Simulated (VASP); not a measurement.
Write the native input for VASP 6.6.1 that does the following.

| Item | Value |
| --- | --- |
| Task | electric field gradients |
| Functional | r2SCAN |
| Potentials or basis | VASP PAW PBE potentials, release 64 (Ru_pv) |
| Cutoff | 440 eV |
| k mesh | 13 × 13 × 7 |
| Occupations | fermi-dirac, width 0.05 eV |
| Spin | no spin polarisation |
| Dipole correction | no |
| Further INCAR settings | ALGO = Normal; EDIFF = 1e-08; NBANDS = 21 |

Crystal: Ru.

```
Ru
1.0
     2.69744    0.00000    0.00000
    -1.34872    2.33605    0.00000
     0.00000    0.00000    4.36985
Ru
2
Cartesian
  -0.2023 1.4406 0.7647
  1.5510 0.8955 3.6051
```

This cell differs from its parent crystal: shortest bond scaled by 0.7.

The input as run:

POSCAR

```
Ru
1.0
    2.6974396414      0.0000000000      0.0000000000
   -1.3487198207      2.3360512546      0.0000000000
    0.0000000000      0.0000000000      4.3698522191
Ru
2
Direct
    0.2333333333      0.6166666667      0.1750000000
    0.7666666667      0.3833333333      0.8250000000
```

INCAR.step1

```
PREC = Accurate
ENCUT = 440
ISMEAR = -1
SIGMA = 0.05
LREAL = F
LASPH = T
NELM = 120
NBANDS = 21
GGA = PE
ALGO = Normal
EDIFF = 1E-5
LWAVE = T
LCHARG = F
GGA_COMPAT = F
```

INCAR.step2

```
PREC = Accurate
ENCUT = 440
EDIFF = 1E-8
ISMEAR = -1
SIGMA = 0.05
LREAL = F
LASPH = T
NELM = 120
ALGO = Normal
ISIF = 2
LWAVE = F
LCHARG = F
METAGGA = R2SCAN
LMIXTAU = T
LEFG = T
NBANDS = 21
ISTART = 1
GGA_COMPAT = F
```

KPOINTS

```
Automatic mesh
0
Gamma
  13 13 7
```

Potentials or basis: VASP PAW PBE potentials, release 64 (Ru_pv).

Command:

```console
$ cat potpaw_PBE.64/Ru_pv/POTCAR > POTCAR
$ cp INCAR.step1 INCAR
$ mpirun -np 1 vasp_std > vasp.out
$ cp INCAR.step2 INCAR
$ mpirun -np 1 vasp_std > vasp.out
```

It gave:

| Property | Result |
| --- | --- |
| Pressure | 106.6 GPa |
| Largest force | 21.035 eV/Å |
| Band gap on the k mesh | zero (bands 14 and 15 overlap by 1.89 eV) |
| Largest electric field gradient by atom | Ru +181.7 V/Å² |

Caveat: the cell differs from its parent crystal (shortest bond scaled by 0.7); atoms lie so close that the PAW spheres overlap strongly, which falsifies energies and pressures; the stress differs along the axes, from 57 to 152 GPa; without QUAD_EFG the Cq values of the log hold for a quadrupole moment of 1 mb, not for the nuclei; the PAW data sets were made with another functional, which shifts forces and pressure a little.

Run time: 8.1 min on 1 thread of Oxide Virtual Turin-like Processor (shared host), peak memory 0.19 GiB.
